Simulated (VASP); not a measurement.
# Ge in VASP: further runs, part 2 of 2

VASP 6.6.1. Earlier steps stand in the parts before.

## Step 3: Single point, PBEsol

INCAR

```
PREC = Accurate
ENCUT = 520
EDIFF = 1E-6
ISMEAR = -1
SIGMA = 0.02
LREAL = F
LASPH = T
NELM = 100
ALGO = Normal
ISIF = 2
LWAVE = F
LCHARG = F
GGA = PS
NBANDS = 51
```

KPOINTS

```
regular mesh
0
Gamma
  7 7 1
```

POSCAR

```
Ge
1.0
    4.0132604624      0.0000000000      0.0000000000
   -2.0066302312      3.4755855125      0.0000000000
    0.0000000000      0.0000000000     23.3728000000
Ge
6
Direct
    0.0000000000      0.0000000000      0.3409403013
    0.3333333333      0.6666666667      0.3744387908
    0.3333333333      0.6666666667      0.4827430397
    0.6666666667      0.3333333333      0.5172569354
    0.6666666667      0.3333333333      0.6255612092
    0.0000000000      0.0000000000      0.6590597220
```

Potentials or basis: VASP PAW PBE potentials, release 64 (Ge_d).

Run with:

```console
> cat potpaw_PBE.64/Ge_d/POTCAR > POTCAR
> mpirun -np 1 vasp_std > vasp.out
```

OUTCAR:

```text
PREC = Accurate
   ENCUT = 520
   EDIFF = 1E-6
   ISMEAR = -1
   LREAL = F
   LASPH = T
   NELM = 100
   ISIF = 2
   GGA = PS

 ion  position               nearest neighbor table
   1  0.000  0.000  0.341-   2 2.45   2 2.45   2 2.45
   2  0.333  0.667  0.374-   1 2.45   1 2.45   1 2.45   3 2.53
   3  0.333  0.667  0.483-   4 2.45   4 2.45   4 2.45   2 2.53
   4  0.667  0.333  0.517-   3 2.45   3 2.45   3 2.45   5 2.53
   5  0.667  0.333  0.626-   6 2.45   6 2.45   6 2.45   4 2.53
   6  0.000  0.000  0.659-   5 2.45   5 2.45   5 2.45

  LATTYP: Found a hexagonal cell.
 ALAT       =     4.0132604624
 C/A-ratio  =     5.8238931211

  Lattice vectors:

 A1 = (   4.0132604624,   0.0000000000,   0.0000000000)
 A2 = (  -2.0066302312,   3.4755855125,   0.0000000000)
 A3 = (   0.0000000000,   0.0000000000,  23.3728000000)

Analysis of symmetry for initial positions (statically):
=====================================================================
 Subroutine PRICEL returns:
 Original cell was already a primitive cell.

 Routine SETGRP: Setting up the symmetry group for a
 hexagonal supercell.

 Subroutine GETGRP returns: Found 12 space group operations
 (whereof 12 operations were pure point group operations)
 out of a pool of 24 trial point group operations.

The static configuration has the point symmetry D_3d.

Analysis of symmetry for dynamics (positions and initial velocities):
=====================================================================
 Subroutine PRICEL returns:
 Original cell was already a primitive cell.

 Routine SETGRP: Setting up the symmetry group for a
 hexagonal supercell.

 Subroutine GETGRP returns: Found 12 space group operations
 (whereof 12 operations were pure point group operations)
 out of a pool of 24 trial point group operations.

The dynamic configuration has the point symmetry D_3d.

 Subroutine INISYM returns: Found 12 space group operations
 (whereof 12 operations are pure point group operations),
 and found     1 'primitive' translations

----------------------------------------------------------------------------------------

                                     Primitive cell

  volume of cell :     326.0139

  direct lattice vectors                    reciprocal lattice vectors
     4.013260462  0.000000000  0.000000000     0.249173960  0.143860653  0.000000000
    -2.006630231  3.475585512  0.000000000     0.000000000  0.287721305  0.000000000
     0.000000000  0.000000000 23.372800000     0.000000000  0.000000000  0.042784775

  length of vectors
     4.013260462  4.013260462 23.372800000     0.287721305  0.287721305  0.042784775

  position of ions in fractional coordinates (direct lattice)
     0.000000000  0.000000000  0.340940301
     0.333333333  0.666666667  0.374438791
     0.333333333  0.666666667  0.482743040
     0.666666667  0.333333333  0.517256935
     0.666666667  0.333333333  0.625561209
     0.000000000  0.000000000  0.659059722

  ion indices of the primitive-cell ions
   primitive index   ion index
                 1           1
                 2           2
                 3           3
                 4           4
                 5           5
                 6           6

----------------------------------------------------------------------------------------

 KPOINTS: regular mesh

Automatic generation of k-mesh.
 Grid dimensions read from file:
 generate k-points for:    7    7    1

 Generating k-lattice:

  Cartesian coordinates                     Fractional coordinates (reciprocal lattice)
     0.035596280  0.020551522  0.000000000     0.142857143  0.000000000  0.000000000
     0.000000000  0.041103044  0.000000000     0.000000000  0.142857143  0.000000000
     0.000000000  0.000000000  0.042784775     0.000000000  0.000000000  1.000000000

  Length of vectors
     0.041103044  0.041103044  0.042784775

  Shift w.r.t. Gamma in fractional coordinates (k-lattice)
     0.000000000  0.000000000  0.000000000

 Subroutine IBZKPT returns following result:
 ===========================================

 Found      8 irreducible k-points:

 Following reciprocal coordinates:
            Coordinates               Weight
  0.000000  0.000000  0.000000      1.000000
  0.142857  0.000000  0.000000      6.000000
  0.285714  0.000000  0.000000      6.000000
  0.428571  0.000000  0.000000      6.000000
  0.142857  0.142857  0.000000      6.000000
  0.285714  0.142857  0.000000     12.000000
  0.428571  0.142857  0.000000      6.000000
  0.285714  0.285714  0.000000      6.000000
   k-points           NKPTS =      8   k-points in BZ     NKDIM =      8   number of bands    NBANDS=     51
   number of dos      NEDOS =    301   number of ions     NIONS =      6
   total plane-waves  NPLWV = 162000
   dimension x,y,z NGX =    30 NGY =   30 NGZ =  180
   dimension x,y,z NGXF=    60 NGYF=   60 NGZF=  360
   ions per type =               6
   NGX,Y,Z   is equivalent  to a cutoff of  12.43, 12.43, 12.80 a.u.
   NGXF,Y,Z  is equivalent  to a cutoff of  24.85, 24.85, 25.61 a.u.
 SYSTEM =  unknown system
   PREC   = accura    normal or accurate (medium, high low for compatibility)
   ISTART =      0    job   : 0-new  1-cont  2-samecut
   ICHARG =      2    charge: 1-file 2-atom 10-const
   ISPIN  =      1    spin polarized calculation?
   LNONCOLLINEAR =      F non collinear calculations
   LSORBIT =      F    spin-orbit coupling
   LASPH  =      T    aspherical Exc in radial PAW
   ENCUT  =  520.0 eV  38.22 Ry    6.18 a.u.   7.46  7.46 43.46*2*pi/ulx,y,z
   NELM   =    100;   NELMIN=  2; NELMDL= -5     # of ELM steps
   EDIFF  = 0.1E-05   stopping-criterion for ELM
   LREAL  =      F    real-space projection
[... 7 lines left out ...]
   TEBEG  =    0.0;   TEEND  =   0.0 temperature during run
   PSTRESS=    0.0 pullay stress
   NELECT =      84.0000    total number of electrons
   NUPDOWN=      -1.0000    fix difference up-down
   EMIN   =  10.00;   EMAX   =-10.00  energy-range for DOS
   EFERMI =   0.00;   METHOD = LEGACY
   ISMEAR =    -1;   SIGMA  =   0.02  broadening in eV -4-tet -1-fermi 0-gaus
   EFERMI_NEDOS =   21; number of points for ismear=-14 and -15
   IALGO  =     38    algorithm
   IMIX   =      4    mixing-type and parameters
     AMIX     =   0.40;   BMIX     =  1.00
     AMIX_MAG =   1.60;   BMIX_MAG =  1.00
  volume/ion in A,a.u.               =      54.34       366.68
  Fermi-wavevector in a.u.,A,eV,Ry     =   1.041732  1.968588 14.765111  1.085205
  Thomas-Fermi vector in A             =   2.176366
   LORBIT       =      0    0 simple, 1 ext, 2 COOP (PROOUT), +10 PAW based schemes
   GGA     = PS    functional components
   LHFCALC =     F    Hartree Fock is set to
   AEXX    =    0.0000 exact exchange contribution
   IVDW    =     0    specifies the selected vdW correction
   LEPSILON=     F    determine dielectric tensor
   LRPA    =     F    only Hartree local field effects (RPA)
 non-spin polarized calculation
  energy-cutoff  :      520.00
  volume of cell :      326.01
 maximum number of plane-waves:      8829
 NGX is ok and might be reduce to    30
   NGX = 15   NGY = 15   NGZ = 87

 number of electron      84.0000064 magnetization

 Free energy of the ion-electron system (eV)
  ---------------------------------------------------
  ext. energy  EPLUGINS =         0.00000000
  ---------------------------------------------------
  free energy    TOTEN  =       -27.63830367 eV

  energy without entropy =      -27.63461484  energy(sigma->0) =      -27.63645926

 E-fermi :  -0.8825     XC(G=0):  -4.8554

 val. band max:       -1.0871156565   @ k =   0.1429   0.1429   0.0000
 cond. band min:      -0.8659035526   @ k =   0.4286   0.1429   0.0000
 fundamental gap:      0.2212121039
 Fermi energy:        -0.8824872240

 k-point     1 :       0.0000    0.0000    0.0000
  band No.  band energies     occupation
      1     -25.3501      2.00000
      2     -25.3501      2.00000
      3     -25.3094      2.00000
      4     -25.2943      2.00000
      5     -25.2891      2.00000
      6     -25.2891      2.00000
[... 43 lines left out ...]
     50       3.1319      0.00000
     51       3.2363      0.00000
[... 376 lines left out ...]
     50       4.6078      0.00000
     51       4.8810      0.00000

------------------------ aborting loop because EDIFF is reached ----------------------------------------

  FORCE on cell =-STRESS in cart. coord.  units (eV):
  Direction    XX          YY          ZZ          XY          YZ          ZX
  --------------------------------------------------------------------------------------
  -------------------------------------------------------------------------------------
  Total       -0.3374421     -0.3374421     -0.0105029     -0.0000000      0.0000000     -0.0000000
  in kB       -1.6583407     -1.6583407     -0.0516157     -0.0000000      0.0000000     -0.0000000
  external PRESSURE =      -1.1227657 kB  Pullay stress =       0.0000000 kB

 VOLUME and BASIS-vectors are now :
 -----------------------------------------------------------------------------
  energy-cutoff  :      520.00
  volume of cell :      326.01
      direct lattice vectors                 reciprocal lattice vectors
     4.013260462  0.000000000  0.000000000     0.249173960  0.143860653  0.000000000
    -2.006630231  3.475585512  0.000000000     0.000000000  0.287721305  0.000000000
     0.000000000  0.000000000 23.372800000     0.000000000  0.000000000  0.042784775

 POSITION                                       TOTAL-FORCE (eV/Angst)
 -----------------------------------------------------------------------------------
      0.00000      0.00000      7.96873         0.000000      0.000000      0.006786
     -0.00000      2.31706      8.75168        -0.000000     -0.000000     -0.010662
     -0.00000      2.31706     11.28306        -0.000000      0.000000     -0.005237
      2.00663      1.15853     12.08974         0.000000      0.000000      0.005237
      2.00663      1.15853     14.62112         0.000000      0.000000      0.010662
      0.00000      0.00000     15.40407        -0.000000      0.000000     -0.006786
 -----------------------------------------------------------------------------------
    total drift:                               -0.000000      0.000000     -0.000007

  FREE ENERGIE OF THE ION-ELECTRON SYSTEM (eV)
  ---------------------------------------------------
  free  energy   TOTEN  =       -27.6383036692 eV

  energy  without entropy=      -27.6346148424  energy(sigma->0) =      -27.63645926
```

OSZICAR:

```text
N       E                     dE             d eps       ncg     rms          rms(c)
DAV:   1     0.869114380793E+03    0.86911E+03   -0.44515E+04  1006   0.317E+03
DAV:   2     0.124291491439E+03   -0.74482E+03   -0.72683E+03   872   0.827E+02
DAV:   3    -0.178733229538E+02   -0.14216E+03   -0.14057E+03  1075   0.221E+02
DAV:   4    -0.276584149836E+02   -0.97851E+01   -0.97289E+01   965   0.682E+01
[... 14 lines left out ...]
DAV:  19    -0.276382706041E+02   -0.27835E-04   -0.49178E-06   869   0.526E-02    0.135E-03
DAV:  20    -0.276382931304E+02   -0.22526E-04   -0.21999E-06   618   0.225E-02    0.991E-04
DAV:  21    -0.276382994613E+02   -0.63308E-05   -0.40979E-07   588   0.677E-03    0.280E-04
DAV:  22    -0.276383029312E+02   -0.34700E-05   -0.36730E-07   582   0.357E-03    0.179E-04
DAV:  23    -0.276383036692E+02   -0.73793E-06   -0.90436E-08   604   0.294E-03
   1 F= -.27638304E+02 E0= -.27636459E+02  d E =-.368883E-02
```

It took 3.4 min on 1 thread of Intel Xeon Platinum 8488C (Sapphire Rapids), shared host; peak memory 0.44 GiB.

What came out:

* Free energy: -27.6383 eV
* Largest force: 0.011 eV/Å
* Band gap on the k mesh: zero (bands 42 and 43 overlap by 0.09 eV)

Forces in eV/Å, atoms in the order of the input:
```
Ge   0.000  0.000  0.007
Ge   0.000  0.000 -0.011
Ge   0.000  0.000 -0.005
Ge   0.000  0.000  0.005
Ge   0.000  0.000  0.011
Ge   0.000  0.000 -0.007
```

Levels at points of the mesh, in eV from the Fermi level:
```
           k point  band 39  band 40  band 41  band 42  band 43  band 44  band 45  band 46
(0.00, 0.00, 0.00)    -0.33    -0.33     0.11     0.11     0.55     0.86     1.28     1.41
```

Caveat: there is no dipole correction, which matters where the two faces differ; the PAW data sets were made with another functional, which shifts forces and pressure a little.

The gap in the log of VASP goes by the Fermi energy; the results here count the filled bands.